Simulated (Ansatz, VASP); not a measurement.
# BaTe: VASP beside Ansatz

```
Ba Te
1.0
     4.99507    0.00000    0.00000
    -2.49753    4.32585    0.00000
     0.00000    0.00000   12.23532
Ba Te
3 3
Cartesian
  0.0000 0.0000 0.0000
  0.0000 2.8839 4.0784
  2.4975 1.4420 8.1569
  2.4975 1.4420 2.0392
  0.0000 0.0000 6.1177
  0.0000 2.8839 10.1961
```

Alike in both runs: functional PBE; k mesh 6 × 6 × 4; occupations gaussian, width 0.02 eV; no spin polarisation.

Ansatz relaxed the structure, and its values are those at the end. VASP's run is a single point on that final structure, the one shown.

|  | VASP | Ansatz |
| --- | --- | --- |
| version | VASP 6.6.1 | Ansatz 0.2.0 |
| potentials or method | VASP PAW PBE potentials, release 64 (Ba_sv, Te), cutoff 520 eV | scalar-relativistic, plane waves, PAW |
| valence electrons in the cell | 48 | 78 |

```csv
,VASP,Ansatz,Ansatz less VASP
gap on the k mesh at the Fermi level (eV),1.58,1.65,+0.077
least direct gap on the mesh (eV),1.96,2.01,+0.049
pressure (GPa),0.3,0.0,-0.30
```

VASP's potentials hold 48 valence electrons a cell and Ansatz's 78, so a difference there can come from the potentials and not from the codes.

Spin-orbit coupling is off throughout.
